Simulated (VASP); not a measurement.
A run of VASP 6.6.1:

Contents of POSCAR:

```
SiC
1.0
    0.0000000000      2.1783082557      2.1783082557
    2.1783082557      0.0000000000      2.1783082557
    2.1783082557      2.1783082557      0.0000000000
Si C
1 1
Direct
    0.7500000000      0.7500000000      0.7500000000
    0.0000000000      0.0000000000      0.0000000000
```

INCAR.step1

```
SYSTEM = SiC
  PREC = Accurate
  ENCUT = 660
  ISMEAR = 0
  SIGMA = 0.02
  LREAL = .False.
  LASPH = .True.
  NELM = 120
  NBANDS = 11
  GGA = PE
  ALGO = Normal
  EDIFF = 1E-5
  LWAVE = .True.
  LCHARG = .False.
  GGA_COMPAT = .False.
```

Contents of INCAR.step2:

```
SYSTEM = SiC
  PREC = Accurate
  ENCUT = 660
  EDIFF = 1E-6
  ISMEAR = 0
  SIGMA = 0.02
  LREAL = .False.
  LASPH = .True.
  NELM = 120
  ALGO = Normal
  ISIF = 2
  LWAVE = .False.
  LCHARG = .True.
  METAGGA = R2SCAN
  LMIXTAU = .True.
  LELF = .True.
  LVHAR = .True.
  NBANDS = 11
  ISTART = 1
  GGA_COMPAT = .False.
```

The input KPOINTS:

```
regular mesh
0
Gamma
  10 10 10
  0 0 0
```

Potentials or basis: VASP PAW PBE potentials, release 64 (Si, C).

Run with:

```console
$ cat potpaw_PBE.64/Si/POTCAR potpaw_PBE.64/C/POTCAR > POTCAR
$ cp INCAR.step1 INCAR
$ mpirun -np 1 vasp_std > vasp.out
$ cp INCAR.step2 INCAR
$ mpirun -np 1 vasp_std > vasp.out
```

Hardware: 1 thread of AMD EPYC 7R43 64-Core Processor (Zen 3) (shared host).

**Question.** How long does it take, and how much memory?

**Answer.** It took 65 s on 1 thread of AMD EPYC 7R43 64-Core Processor (Zen 3), with other jobs on the host, peak memory 0.12 GiB. Counts: k points 47.
